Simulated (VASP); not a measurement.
Input of a VASP 6.6.1 run:

Contents of INCAR:

```
PREC = Accurate
ENCUT = 400
EDIFF = 1E-6
ISMEAR = -1
SIGMA = 0.1
LREAL = False
LASPH = True
NELM = 120
ALGO = Normal
ISIF = 2
LWAVE = False
LCHARG = True
GGA = PE
LELF = True
LVHAR = True
NBANDS = 33
GGA_COMPAT = False
```

The input KPOINTS:

```
Automatic mesh
0
Gamma
  2 3 3
```

The input POSCAR:

```
Si
1.0
   -4.8807300000      4.8807300000      3.9609900000
    3.2538200000     -3.2538200000      2.6406600000
    3.2538200000      3.2538200000     -2.6406600000
Si
11
Direct
    0.0000000000      0.0000000000      0.5000000000
    0.0000000000      0.5000000000      0.0000000000
    0.0000000000      0.5000000000      0.5000000000
    0.4746169636      0.1927887136     -0.0238793371
    0.3291156695     -0.0020379734      0.4557129844
    0.2158550419      0.3006984599      0.0059817756
    0.3245736549      0.4756365328      0.5083078376
    0.5253830364     -0.1927887136      0.0238793371
    0.6708843305      0.0020379734      0.5442870156
    0.7841449581      0.6993015401     -0.0059817756
    0.6754263451      0.5243634672      0.4916921624
```

Potentials or basis: VASP PAW PBE potentials, release 64 (Si).

Command:

```bash
$ cat potpaw_PBE.64/Si/POTCAR > POTCAR
$ mpirun -np 1 vasp_std > vasp.out
```

(1) Estimate the largest force.

(2) Estimate the band gap on the k mesh.

## Answers

(1) 0.054 eV/Å.

(2) zero (bands 22 and 23 overlap by 1.08 eV).

Caveat: the k points lie up to 0.51 Å⁻¹ apart, too coarse for converged energies and pressures of a metal.
